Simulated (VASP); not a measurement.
# LiCu (P4/mmm) in VASP: notebook

The runs below take LiCu through relaxation of shape and atoms at fixed volume, relaxation of cell and atoms, with PBE.

Everything below comes from runs of VASP 6.6.1. Logs are shortened: lines on timing, memory, paths and dates and some standing lists are left out, and cuts for length are marked.

## 1. The cell of the first run

The structure is tetragonal, space group P4/mmm (No. 123). The conventional cell has a = 2.526 Å, b = 2.526 Å, c = 3.800 Å, α = 90.00°, β = 90.00°, γ = 90.00°. Li (site symmetry 4/mmm) has 4 Li at 2.53 Å and 8 Cu at 2.61 Å within 3.3 Å. Within 3.3 Å of Cu (site symmetry 4/mmm) lie 4 Cu at 2.53 Å and 8 Li at 2.61 Å.

## 2. Relaxation of shape and atoms at fixed volume, PBE (12.12 Å³/atom)

INCAR reads:

```
ALGO = Fast
EDIFF = 1E-6
EDIFFG = -0.01
ENCUT = 600
GGA = PE
IBRION = 2
ISIF = 4
ISMEAR = 0
LASPH = T
LCHARG = F
LREAL = F
LWAVE = F
NELM = 80
NSW = 50
PREC = Accurate
SIGMA = 0.1
```

KPOINTS reads:

```
k-points
0
Gamma
  20 20 16
```

POSCAR reads:

```
LiCu
1.0
    2.5261778680      0.0000000000      0.0000000000
    0.0000000000      2.5261778680      0.0000000000
    0.0000000000      0.0000000000      3.7997980277
Li Cu
1 1
Direct
    0.5000000000      0.5000000000      0.5000000000
    0.0000000000      0.0000000000      0.0000000000
```

Potentials or basis: VASP PAW PBE potentials, release 64 (Li_sv, Cu).

Run with:

```sh
$ cat potpaw_PBE.64/Li_sv/POTCAR potpaw_PBE.64/Cu/POTCAR > POTCAR
$ mpirun -np 1 vasp_std > vasp.out
```

OUTCAR:

```text
EDIFF = 1E-6
   EDIFFG = -0.01
   ENCUT = 600
   GGA = PE
   IBRION = 2
   ISIF = 4
   ISMEAR = 0
   LASPH = T
   LREAL = F
   NELM = 80
   NSW = 50
   PREC = Accurate

 ion  position               nearest neighbor table
   1  0.500  0.500  0.500-   2 2.61   2 2.61   2 2.61   2 2.61   2 2.61   2 2.61   2 2.61   2 2.61

   2  0.000  0.000  0.000-   1 2.61   1 2.61   1 2.61   1 2.61   1 2.61   1 2.61   1 2.61   1 2.61

  LATTYP: Found a simple tetragonal cell.
 ALAT       =     2.5261778680
 C/A-ratio  =     1.5041688378

  Lattice vectors:

 A1 = (   2.5261778680,   0.0000000000,   0.0000000000)
 A2 = (   0.0000000000,   2.5261778680,   0.0000000000)
 A3 = (   0.0000000000,   0.0000000000,   3.7997980277)

Analysis of symmetry for initial positions (statically):
=====================================================================
 Subroutine PRICEL returns:
 Original cell was already a primitive cell.

 Routine SETGRP: Setting up the symmetry group for a
 simple tetragonal supercell.

 Subroutine GETGRP returns: Found 16 space group operations
 (whereof 16 operations were pure point group operations)
 out of a pool of 16 trial point group operations.

The static configuration has the point symmetry D_4h.

Analysis of symmetry for dynamics (positions and initial velocities):
=====================================================================
 Subroutine PRICEL returns:
 Original cell was already a primitive cell.

 Routine SETGRP: Setting up the symmetry group for a
 simple tetragonal supercell.

 Subroutine GETGRP returns: Found 16 space group operations
 (whereof 16 operations were pure point group operations)
 out of a pool of 16 trial point group operations.

The dynamic configuration has the point symmetry D_4h.

 Subroutine INISYM returns: Found 16 space group operations
 (whereof 16 operations are pure point group operations),
 and found     1 'primitive' translations

----------------------------------------------------------------------------------------

                                     Primitive cell

  volume of cell :      24.2487

  direct lattice vectors                    reciprocal lattice vectors
     2.526177868  0.000000000  0.000000000     0.395854945  0.000000000  0.000000000
     0.000000000  2.526177868  0.000000000     0.000000000  0.395854945  0.000000000
     0.000000000  0.000000000  3.799798028     0.000000000  0.000000000  0.263171882

  length of vectors
     2.526177868  2.526177868  3.799798028     0.395854945  0.395854945  0.263171882

  position of ions in fractional coordinates (direct lattice)
     0.500000000  0.500000000  0.500000000
     0.000000000  0.000000000  0.000000000

  ion indices of the primitive-cell ions
   primitive index   ion index
                 1           1
                 2           2

----------------------------------------------------------------------------------------

 KPOINTS: k-points

Automatic generation of k-mesh.
 Grid dimensions read from file:
 generate k-points for:   20   20   16

 Generating k-lattice:

  Cartesian coordinates                     Fractional coordinates (reciprocal lattice)
     0.019792747  0.000000000  0.000000000     0.050000000  0.000000000  0.000000000
     0.000000000  0.019792747  0.000000000     0.000000000  0.050000000  0.000000000
     0.000000000  0.000000000  0.016448243     0.000000000  0.000000000  0.062500000

  Length of vectors
     0.019792747  0.019792747  0.016448243

  Shift w.r.t. Gamma in fractional coordinates (k-lattice)
     0.000000000  0.000000000  0.000000000

 Subroutine IBZKPT returns following result:
 ===========================================

 Found    594 irreducible k-points:

 Following reciprocal coordinates:
            Coordinates               Weight
  0.000000  0.000000  0.000000      1.000000
  0.050000  0.000000  0.000000      4.000000
  0.100000  0.000000  0.000000      4.000000
  0.150000  0.000000  0.000000      4.000000
  0.200000  0.000000  0.000000      4.000000
  0.250000  0.000000  0.000000      4.000000
[... 16 lines left out ...]
  0.150000  0.100000  0.000000      8.000000
  0.200000  0.100000  0.000000      8.000000
 [... further k-points ...]
   k-points           NKPTS =    594   k-points in BZ     NKDIM =    594   number of bands    NBANDS=     11
   number of dos      NEDOS =    301   number of ions     NIONS =      2
   total plane-waves  NPLWV =  12000
   dimension x,y,z NGX =    20 NGY =   20 NGZ =   30
   dimension x,y,z NGXF=    40 NGYF=   40 NGZF=   60
   ions per type =               1   1
   NGX,Y,Z   is equivalent  to a cutoff of  13.16, 13.16, 13.13 a.u.
   NGXF,Y,Z  is equivalent  to a cutoff of  26.32, 26.32, 26.25 a.u.
 SYSTEM =  unknown system
   PREC   = accura    normal or accurate (medium, high low for compatibility)
   ISTART =      0    job   : 0-new  1-cont  2-samecut
   ICHARG =      2    charge: 1-file 2-atom 10-const
   ISPIN  =      1    spin polarized calculation?
   LNONCOLLINEAR =      F non collinear calculations
   LSORBIT =      F    spin-orbit coupling
   LASPH  =      T    aspherical Exc in radial PAW
   ENCUT  =  600.0 eV  44.10 Ry    6.64 a.u.   5.05  5.05  7.59*2*pi/ulx,y,z
   NELM   =     80;   NELMIN=  2; NELMDL= -5     # of ELM steps
   EDIFF  = 0.1E-05   stopping-criterion for ELM
   LREAL  =      F    real-space projection
   EDIFFG = -.1E-01   stopping-criterion for IOM
   NSW    =     50    number of steps for IOM
   IBRION =      2    ionic relax: 0-MD 1-quasi-New 2-CG
   NFREE  =      1    steps in history (QN), initial steepest desc. (CG)
   ISIF   =      4    stress and relaxation
   ISYM   =      2    0-nonsym 1-usesym 2-fastsym
   POTIM  = 0.5000    time-step for ionic-motion
   TEBEG  =    0.0;   TEEND  =   0.0 temperature during run
   PSTRESS=    0.0 pullay stress
   NELECT =      14.0000    total number of electrons
   NUPDOWN=      -1.0000    fix difference up-down
   EMIN   =  10.00;   EMAX   =-10.00  energy-range for DOS
   EFERMI =   0.00;   METHOD = LEGACY
   ISMEAR =     0;   SIGMA  =   0.10  broadening in eV -4-tet -1-fermi 0-gaus
   EFERMI_NEDOS =   21; number of points for ismear=-14 and -15
   IALGO  =     68    algorithm
   IMIX   =      4    mixing-type and parameters
     AMIX     =   0.40;   BMIX     =  1.00
     AMIX_MAG =   1.60;   BMIX_MAG =  1.00
  volume/ion in A,a.u.               =      12.12        81.82
  Fermi-wavevector in a.u.,A,eV,Ry     =   1.363185  2.576046 25.283335  1.858273
  Thomas-Fermi vector in A             =   2.489610
   LORBIT       =      0    0 simple, 1 ext, 2 COOP (PROOUT), +10 PAW based schemes
   GGA     = PE    functional components
   LHFCALC =     F    Hartree Fock is set to
   AEXX    =    0.0000 exact exchange contribution
   IVDW    =     0    specifies the selected vdW correction
   LEPSILON=     F    determine dielectric tensor
   LRPA    =     F    only Hartree local field effects (RPA)
 conjugate gradient relaxation of ions
 non-spin polarized calculation
 RMM-DIIS sequential band-by-band and
 Gauss-broadening in eV      SIGMA  =   0.10
  energy-cutoff  :      600.00
  volume of cell :       24.25
 maximum number of plane-waves:       828
   NGX = 11   NGY = 11   NGZ = 15

--------------------------------------- Ionic step        1  -------------------------------------------

 number of electron      14.0000002 magnetization

 Free energy of the ion-electron system (eV)
  ---------------------------------------------------
  ext. energy  EPLUGINS =         0.00000000
  ---------------------------------------------------
  free energy    TOTEN  =        -5.65925475 eV

  energy without entropy =       -5.65557679  energy(sigma->0) =       -5.65741577

------------------------ aborting loop because EDIFF is reached ----------------------------------------

  FORCE on cell =-STRESS in cart. coord.  units (eV):
  Direction    XX          YY          ZZ          XY          YZ          ZX
  --------------------------------------------------------------------------------------
  -------------------------------------------------------------------------------------
  Total        0.6531026      0.6531026      0.5445837      0.0000000      0.0000000      0.0000000
  in kB       43.1522689     43.1522689     35.9821296      0.0000000      0.0000000      0.0000000
  external PRESSURE =      40.7622224 kB  Pullay stress =       0.0000000 kB
[... 93 lines left out ...]
  energy  without entropy=       -5.6560956714  energy(sigma->0) =       -5.65798293

--------------------------------------- Ionic step        4  -------------------------------------------

 number of electron      14.0000000 magnetization

 Free energy of the ion-electron system (eV)
  ---------------------------------------------------
  ext. energy  EPLUGINS =         0.00000000
  ---------------------------------------------------
  free energy    TOTEN  =        -5.66027405 eV

  energy without entropy =       -5.65674253  energy(sigma->0) =       -5.65850829

 E-fermi :   4.7030     XC(G=0): -10.5234

 val. band max:        4.6998236634   @ k =   0.5000   0.1500   0.0625
 cond. band min:       4.7088999652   @ k =   0.5000   0.1000   0.4375
 fundamental gap:      0.0090763018
 Fermi energy:         4.7029590533

 k-point     1 :       0.0000    0.0000    0.0000
  band No.  band energies     occupation
      1     -40.7926      2.00000
      2      -2.2462      2.00000
      3       0.9901      2.00000
      4       1.1720      2.00000
      5       2.4367      2.00000
      6       2.4367      2.00000
      7       2.8205      2.00000
      8       6.1089      0.00000
      9      11.7929      0.00000
     10      17.6376      0.00000
     11      17.6376      0.00000
[... 309 lines left out ...]
 k-point    24 :       0.2000    0.1000    0.0000
  band No.  band energies     occupation
      1     -40.7722      2.00000
      2      -1.2062      2.00000
      3       1.2684      2.00000
      4       1.4210      2.00000
      5       1.9183      2.00000
      6       2.3571      2.00000
      7       2.5504      2.00000
      8       7.7864      0.00000
      9      11.0993      0.00000
     10      13.4592      0.00000
     11      17.4635      0.00000

 [... further k-points ...]

------------------------ aborting loop because EDIFF is reached ----------------------------------------

  FORCE on cell =-STRESS in cart. coord.  units (eV):
  Direction    XX          YY          ZZ          XY          YZ          ZX
  --------------------------------------------------------------------------------------
  -------------------------------------------------------------------------------------
  Total        0.5820557      0.5820557      0.5797661      0.0000000      0.0000000      0.0000000
  in kB       38.4580083     38.4580083     38.3067257      0.0000000      0.0000000      0.0000000
  external PRESSURE =      38.4075808 kB  Pullay stress =       0.0000000 kB
[... 17 lines left out ...]
  FREE ENERGIE OF THE ION-ELECTRON SYSTEM (eV)
  ---------------------------------------------------
  free  energy   TOTEN  =        -5.6602740513 eV

  energy  without entropy=       -5.6567425335  energy(sigma->0) =       -5.65850829

 reached required accuracy - stopping structural energy minimisation
```

Wall time 7.3 min (1 thread of Intel Xeon Platinum 8259CL at 2.50GHz (Skylake/Cascade Lake), shared host); peak memory 0.33 GiB.

Results:

- Free energy: -5.6603 eV
- Energy gained by relaxing: 0.5 meV/atom
- Ionic steps: 4
- Pressure after relaxing: 3.8 GPa
- Band gap on the k mesh: zero (bands 7 and 8 overlap by 6.93 eV)

Step by step:
```tsv
step	energy change (eV)	largest force (eV/Å)	pressure (GPa)	volume (Å³)
1	0.0000	0.0000	4.08	24.25
2	-0.0002	0.0000	4.15	24.25
3	-0.0006	0.0000	3.95	24.25
4	-0.0010	0.0000	3.84	24.25
```

Final structure:
```
Li Cu
1.0
     2.54841    0.00000    0.00000
     0.00000    2.54841    0.00000
     0.00000    0.00000    3.73377
Li Cu
1 1
Direct
  0.50000 0.50000 0.50000
  0.00000 0.00000 0.00000
```

Caveat: the cutoff is under 1.25 times the usual one of these potentials, so pressure, stress and relaxed cells hold a basis-set (Pulay) error.

## 3. Relaxation of shape and atoms at fixed volume, PBE (12.51 Å³/atom)

This run uses another cell than the first one, of 12.51 Å³/atom.

Edit INCAR of step 2 so:

```diff
@@ -12,3 +12,3 @@
 LWAVE = F
-NELM = 80
+NELM = 100
 NSW = 50
```

KPOINTS is that of step 2.

POSCAR reads:

```
LiCu
1.0
    2.5527711682      0.0000000000      0.0000000000
    0.0000000000      2.5527711682      0.0000000000
    0.0000000000      0.0000000000      3.8397988412
Li Cu
1 1
Direct
    0.5000000000      0.5000000000      0.5000000000
    0.0000000000      0.0000000000      0.0000000000
```

Potentials or basis: VASP PAW PBE potentials, release 64 (Li_sv, Cu).

Run with:

```sh
$ cat potpaw_PBE.64/Li_sv/POTCAR potpaw_PBE.64/Cu/POTCAR > POTCAR
$ mpirun -np 1 vasp_std > vasp.out
```

OUTCAR:

```text
EDIFF = 1E-6
   EDIFFG = -0.01
   ENCUT = 600
   GGA = PE
   IBRION = 2
   ISIF = 4
   ISMEAR = 0
   LASPH = T
   LREAL = F
   NELM = 100
   NSW = 50
   PREC = Accurate

 ion  position               nearest neighbor table
   1  0.500  0.500  0.500-   2 2.64   2 2.64   2 2.64   2 2.64   2 2.64   2 2.64   2 2.64   2 2.64

   2  0.000  0.000  0.000-   1 2.64   1 2.64   1 2.64   1 2.64   1 2.64   1 2.64   1 2.64   1 2.64

  LATTYP: Found a simple tetragonal cell.
 ALAT       =     2.5527711682
 C/A-ratio  =     1.5041688378

  Lattice vectors:

 A1 = (   2.5527711682,   0.0000000000,   0.0000000000)
 A2 = (   0.0000000000,   2.5527711682,   0.0000000000)
 A3 = (   0.0000000000,   0.0000000000,   3.8397988412)

Analysis of symmetry for initial positions (statically):
=====================================================================
[... 304 lines left out ...]
      4       1.0221      2.00000
      5       2.2429      2.00000
      6       2.2429      2.00000
      7       2.6159      2.00000
      8       5.7730      0.00000
      9      11.2585      0.00000
     10      17.2611      0.00000
     11      17.2611      0.00000
[... 309 lines left out ...]
 k-point    24 :       0.2000    0.1000    0.0000
  band No.  band energies     occupation
      1     -41.0654      2.00000
      2      -1.3359      2.00000
      3       1.1177      2.00000
      4       1.2680      2.00000
      5       1.7398      2.00000
      6       2.1659      2.00000
      7       2.3563      2.00000
      8       7.4155      0.00000
      9      10.7051      0.00000
     10      13.0257      0.00000
     11      16.9978      0.00000

 [... further k-points ...]

------------------------ aborting loop because EDIFF is reached ----------------------------------------

  FORCE on cell =-STRESS in cart. coord.  units (eV):
  Direction    XX          YY          ZZ          XY          YZ          ZX
  --------------------------------------------------------------------------------------
  -------------------------------------------------------------------------------------
  Total        0.2880980      0.2880980      0.2809275      0.0000000      0.0000000      0.0000000
  in kB       18.4466966     18.4466966     17.9875731      0.0000000      0.0000000      0.0000000
  external PRESSURE =      18.2936554 kB  Pullay stress =       0.0000000 kB
[... 17 lines left out ...]
  FREE ENERGIE OF THE ION-ELECTRON SYSTEM (eV)
  ---------------------------------------------------
  free  energy   TOTEN  =        -5.6749249992 eV

  energy  without entropy=       -5.6713032185  energy(sigma->0) =       -5.67311411

 reached required accuracy - stopping structural energy minimisation
```

Run time: 6.9 min. Hardware: 1 thread of Intel Xeon Platinum 8259CL at 2.50GHz (Skylake/Cascade Lake), shared host; peak memory 0.34 GiB.

What came out:

| Property | Result |
| --- | --- |
| Free energy | -5.6749 eV |
| Energy gained by relaxing | 0.3 meV/atom |
| Ionic steps | 4 |
| Pressure after relaxing | 1.8 GPa |
| Band gap on the k mesh | zero (bands 7 and 8 overlap by 6.83 eV) |

Step by step:
| step | energy change (eV) | largest force (eV/Å) | pressure (GPa) | volume (Å³) |
| --- | --- | --- | --- | --- |
| 1 | 0.0000 | 0.0000 | 1.97 | 25.02 |
| 2 | -0.0001 | 0.0000 | 2.06 | 25.02 |
| 3 | -0.0003 | 0.0000 | 1.95 | 25.02 |
| 4 | -0.0005 | 0.0000 | 1.83 | 25.02 |

Final structure:
```
Li Cu
1.0
     2.56823    0.00000    0.00000
     0.00000    2.56823    0.00000
     0.00000    0.00000    3.79372
Li Cu
1 1
Direct
  0.50000 0.50000 0.50000
  0.00000 0.00000 0.00000
```

Caveat: the cutoff is under 1.25 times the usual one of these potentials, so pressure, stress and relaxed cells hold a basis-set (Pulay) error.

## 4. Relaxation of cell and atoms, PBE

This run uses another cell than the first one, of 12.61 Å³/atom.

INCAR reads:

```
SYSTEM = LiCu
ALGO = Fast
EDIFF = 1E-6
EDIFFG = -0.01
ENCUT = 600
GGA = PE
IBRION = 2
ISIF = 3
ISMEAR = 0
LASPH = .TRUE.
LCHARG = .FALSE.
LREAL = .FALSE.
LWAVE = .FALSE.
NELM = 60
NSW = 100
PREC = Accurate
SIGMA = 0.1
```

KPOINTS reads:

```
k-points
0
G
  20 20 16
  0 0 0
```

POSCAR reads:

```
LiCu
1.0
    2.7191725700      0.0000000000      0.0000000000
    0.0000000000      2.7191725700      0.0000000000
    0.0000000000      0.0000000000      3.4113225300
Li Cu
1 1
Direct
    0.5000000000      0.5000000000      0.5000000000
    0.0000000000      0.0000000000      0.0000000000
```

Run with:

```sh
$ cat potpaw_PBE.64/Li_sv/POTCAR potpaw_PBE.64/Cu/POTCAR > POTCAR
$ mpirun -np 1 vasp_std > vasp.out
```

Wall time 19 min (1 thread of Intel Xeon Platinum 8259CL at 2.50GHz (Skylake/Cascade Lake), shared host); peak memory 0.37 GiB.

It converged, with:

- Free energy: -5.6803 eV
- Relaxed volume: 12.93 Å³/atom
- Relaxed cell: a = 2.597 Å, b = 2.597 Å, c = 3.834 Å, α = 90.00°, β = 90.00°, γ = 90.00°
- Space group after relaxing (to 0.1 Å): P4/mmm (No. 123)
- Energy gained by relaxing: 15.6 meV/atom
- Ionic steps: 9
- Pressure after relaxing: -0.1 GPa
- Band gap on the k mesh: zero (bands 7 and 8 overlap by 6.70 eV)

Step by step:
```csv
step,energy change (eV),largest force (eV/Å),pressure (GPa),volume (Å³)
1,0.0000,0.0000,1.18,25.22
2,-0.0039,0.0000,0.49,25.56
3,-0.0075,0.0000,-0.97,26.42
4,-0.0113,0.0000,-1.13,26.41
5,-0.0215,0.0000,-1.03,26.36
6,-0.0302,0.0000,-0.54,26.15
7,-0.0304,0.0000,-0.89,26.20
8,-0.0307,0.0000,0.56,25.56
9,-0.0312,0.0000,-0.09,25.87
```

Final structure:
```cif
data_structure
_symmetry_space_group_name_H-M 'P 1'
_symmetry_Int_Tables_number 1
_cell_length_a 2.5972
_cell_length_b 2.5972
_cell_length_c 3.8344
_cell_angle_alpha 90.000
_cell_angle_beta 90.000
_cell_angle_gamma 90.000
_cell_volume 25.87
loop_
_atom_site_label
_atom_site_type_symbol
_atom_site_fract_x
_atom_site_fract_y
_atom_site_fract_z
_atom_site_occupancy
Li1 Li 0.50000 0.50000 0.50000 1
Cu1 Cu 0.00000 0.00000 0.00000 1
```

Levels at points of the mesh, in eV from the Fermi level:
| k point | band 3 | band 4 | band 5 | band 6 | band 7 | band 8 | band 9 | band 10 | band 11 |
| --- | --- | --- | --- | --- | --- | --- | --- | --- | --- |
| (0.00, 0.00, 0.00) | -3.50 | -3.34 | -2.17 | -2.17 | -1.82 | 1.33 | 6.61 | 12.53 | 12.53 |
| (0.50, 0.00, 0.00) | -3.26 | -3.07 | -2.34 | -2.09 | -0.69 | -0.15 | 7.27 | 8.41 | 9.60 |
| (0.50, 0.50, 0.00) | -2.89 | -2.89 | -2.51 | -1.43 | 2.14 | 2.14 | 5.32 | 8.93 | 10.99 |
| (0.00, 0.00, 0.50) | -3.48 | -2.61 | -2.52 | -2.22 | -2.22 | -1.82 | 14.87 | 14.87 | 16.15 |
| (0.50, 0.00, 0.50) | -3.40 | -2.33 | -2.29 | -2.12 | -0.45 | -0.28 | 1.97 | 6.33 | 17.79 |
| (0.50, 0.50, 0.50) | -3.16 | -3.16 | -2.20 | -1.43 | 4.83 | 4.83 | 5.85 | 5.85 | 6.05 |

Caveat: the cutoff is under 1.25 times the usual one of these potentials, so pressure, stress and relaxed cells hold a basis-set (Pulay) error.

## 5. Summary

```tsv
task	cell	gap on the mesh (eV)	pressure (GPa)
relaxation of shape and atoms at fixed volume	relaxed from a = 2.526, b = 2.526, c = 3.800 Å, 2 atoms	none	3.8
relaxation of shape and atoms at fixed volume	relaxed from a = 2.553, b = 2.553, c = 3.840 Å, 2 atoms	none	1.8
relaxation of cell and atoms	relaxed from a = 2.719, b = 2.719, c = 3.411 Å, 2 atoms	none	-0.1
```

Alike in all rows: level PBE; potentials or basis VASP PAW PBE potentials, release 64 (Li_sv, Cu); no spin polarisation; k mesh 20 × 20 × 16; cutoff (eV) 600; smearing gaussian 0.1 eV.

Caveats: the cutoff is under 1.25 times the usual one of these potentials, so pressure, stress and relaxed cells hold a basis-set (Pulay) error.

Total energies depend on the potentials used, so only differences within one code and one set of settings carry meaning.
